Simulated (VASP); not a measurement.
## Mg: relaxation of cell and atoms with PBEsol

Mg:

```
Mg
1.0
     3.20930    0.00000    0.00000
    -1.60465    2.77934    0.00000
     0.00000    0.00000    5.21030
Mg
2
Direct
  0.33333 0.66667 0.25000
  0.66667 0.33333 0.75000
```

```yaml
Program: VASP 6.6.1
Task: relaxation of cell and atoms
Functional: PBEsol
Potentials_or_basis: VASP PAW PBE potentials, release 64 (Mg)
Cutoff: 600 eV
k_mesh: 7 × 7 × 4
Occupations: fermi-dirac, width 0.1 eV
Spin: no spin polarisation
Dipole_correction: no
Further_INCAR_settings: ALGO = Normal; EDIFF = 1e-06; IBRION = 2; EDIFFG = -0.03; NSW = 80; ISIF = 3
```

```yaml
Relaxed_volume: 22.64 Å³/atom
Relaxed_cell: a = 3.134 Å, b = 3.134 Å, c = 5.324 Å, α = 90.00°, β = 90.00°, γ = 120.00°
Space_group_after_relaxing_to_0.05_Å: P6_3/mmc (No. 194)
Energy_gained_by_relaxing: 7.6 meV/atom
Ionic_steps: 6
Pressure_after_relaxing: 0.0 GPa
Band_gap_on_the_k_mesh: zero (band 2 reaches 3.39 eV, above the bottom of band 3 at 1.01 eV)
```

The path:
| step | energy change (eV) | largest force (eV/Å) | pressure (GPa) | volume (Å³) |
| --- | --- | --- | --- | --- |
| 1 | 0.0000 | 0.0000 | -0.97 | 46.47 |
| 2 | -0.0109 | 0.0000 | -0.26 | 45.53 |
| 3 | -0.0137 | 0.0000 | 0.36 | 44.81 |
| 4 | -0.0138 | 0.0000 | 0.42 | 44.76 |
| 5 | -0.0150 | 0.0000 | 0.16 | 45.08 |
| 6 | -0.0152 | 0.0000 | 0.01 | 45.27 |

Final structure:
```
CELL_PARAMETERS angstrom
3.13365 0.00000 0.00000
-1.56683 2.71382 0.00000
0.00000 0.00000 5.32351
ATOMIC_POSITIONS crystal
Mg 0.33333 0.66667 0.25000
Mg 0.66667 0.33333 0.75000
```

Levels at points of the mesh, in eV from the Fermi level:
| k point | band 1 | band 2 | band 3 | band 4 | band 5 |
| --- | --- | --- | --- | --- | --- |
| (0.00, 0.00, 0.00) | -7.00 | -1.94 | -1.66 | 11.48 | 11.48 |
| (0.00, 0.00, 0.50) | -5.68 | -5.68 | 4.39 | 4.39 | 12.18 |

Run time: 27 s on 1 thread of Intel(R) Xeon(R) Platinum 8259CL CPU @ 2.50GHz (Skylake/Cascade Lake), on a shared host, peak memory 0.18 GiB.

Caveat: the PAW data sets were made with another functional, which shifts forces and pressure a little.
